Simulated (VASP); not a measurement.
**CdF2: relaxation of cell and atoms with r2SCAN**

Crystal: CdF2.

```
Cd F
1.0
     2.69400    2.69400    0.00000
    -2.69400    2.69400    0.00000
     0.00000    2.69400    2.69400
Cd F
1 2
Direct
  0.00000 0.00000 0.00000
  0.25000 0.75000 0.50000
  0.75000 0.25000 0.50000
```

```json
{"Program": "VASP 6.6.1", "Task": "relaxation of cell and atoms", "Functional": "r2SCAN", "Potentials or basis": "VASP PAW PBE potentials, release 64 (Cd, F)", "Cutoff": "600 eV", "k mesh": "12 × 12 × 12", "Occupations": "fermi-dirac, width 0.1 eV", "Spin": "no spin polarisation", "Dipole correction": "no", "Further INCAR settings": "ALGO = Normal; EDIFF = 1e-07; IBRION = 2; EDIFFG = -0.002; NSW = 100; ISIF = 3"}
```

```json
{
  "Relaxed volume": "13.13 Å³/atom",
  "Relaxed cell": "a = 3.819 Å, b = 3.819 Å, c = 3.819 Å, α = 60.00°, β = 60.00°, γ = 90.00°",
  "Space group after relaxing (to 0.05 Å)": "Fm-3m (No. 225)",
  "Energy gained by relaxing": "0.2 meV/atom",
  "Ionic steps": "3",
  "Pressure after relaxing": "0.0 GPa",
  "Band gap on the k mesh": "3.73 eV, indirect (least direct gap 4.24 eV)"
}
```

The path:
```tsv
step	energy change (eV)	largest force (eV/Å)	pressure (GPa)	volume (Å³)
1	0.0000	0.0000	0.80	39.10
2	-0.0006	0.0000	-0.28	39.48
3	-0.0007	0.0000	0.00	39.38
```

Final structure:
```
Cd F
1.0
     2.70024    2.70024    0.00000
    -2.70024    2.70024    0.00000
     0.00000    2.70024    2.70024
Cd F
1 2
Direct
  0.00000 0.00000 0.00000
  0.25000 0.75000 0.50000
  0.75000 0.25000 0.50000
```

Levels at points of the mesh, in eV from the valence-band top:
```
           k point  band 10  band 11  band 12  band 13  band 14  band 15  band 16  band 17
(0.00, 0.00, 0.00)    -0.97    -0.51    -0.51    -0.51     3.73    13.58    13.58    13.58
(0.50, 0.00, 0.00)    -1.82    -1.82    -0.41    -0.41     7.93     9.68    15.53    15.53
(0.50, 0.50, 0.00)    -2.93    -0.50    -0.09    -0.09     8.82    10.51    12.17    15.24
```

Wall time 13 min on 1 thread of Oxide Virtual Turin-like Processor, on a shared host, peak memory 0.18 GiB.

Caveat: the PAW data sets were made with another functional, which shifts forces and pressure a little. r2SCAN opens gaps a little over a GGA but as a rule still falls short of measured ones.
